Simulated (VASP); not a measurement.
Write the native input for VASP 6.6.1 that does the following.

* Task: single point
* Functional: PBE
* Potentials or basis: VASP PAW PBE potentials, release 64 (Co, O)
* Cutoff: 520 eV
* k mesh: 11 × 11 × 11
* Occupations: fermi-dirac, width 0.05 eV
* Spin: collinear spin, ferromagnetic start
* Starting moments: [1.71, 0.0] μB
* Dipole correction: no
* Further INCAR settings: ALGO = Normal; EDIFF = 1e-06; NBANDS = 18

The structure of CoO lies in POSCAR:

```
CoO
1.0
    0.0000000000      2.1315000000      2.1315000000
    2.1315000000      0.0000000000      2.1315000000
    2.1315000000      2.1315000000      0.0000000000
Co O
1 1
Direct
    0.0000000000      0.0000000000      0.0000000000
    0.5000000000      0.5000000000      0.5000000000
```

One way to write it, as run:

INCAR

```
PREC = Accurate ; ENCUT = 520
EDIFF = 1E-6 ; ISMEAR = -1
SIGMA = 0.05 ; LREAL = F
LASPH = T ; NELM = 150
ALGO = Normal ; ISIF = 2
LWAVE = F ; LCHARG = F
ISPIN = 2 ; MAGMOM = 1.71 0
LORBIT = 11 ; LMAXMIX = 4
GGA = PE ; NBANDS = 18
```

KPOINTS

```
regular mesh
0
Gamma
  11 11 11
```

Potentials or basis: VASP PAW PBE potentials, release 64 (Co, O).

Launch:

```console
$ cat potpaw_PBE.64/Co/POTCAR potpaw_PBE.64/O/POTCAR > POTCAR
$ mpirun -np 1 vasp_std > vasp.out
```

Results of the run:

The pressure is -2.3 GPa. The net moment is 2.90 μB per cell and the site moments are Co +2.55; O +0.29 μB. The valence electrons inside the program's atomic spheres are Co 7.79; O 4.98.

Caveat: a cell with one magnetic atom can't hold antiferromagnetic order, which such compounds often take.

It took 32 s on 1 thread of Intel Xeon 6975P-C, on a shared host, peak memory 0.17 GiB.
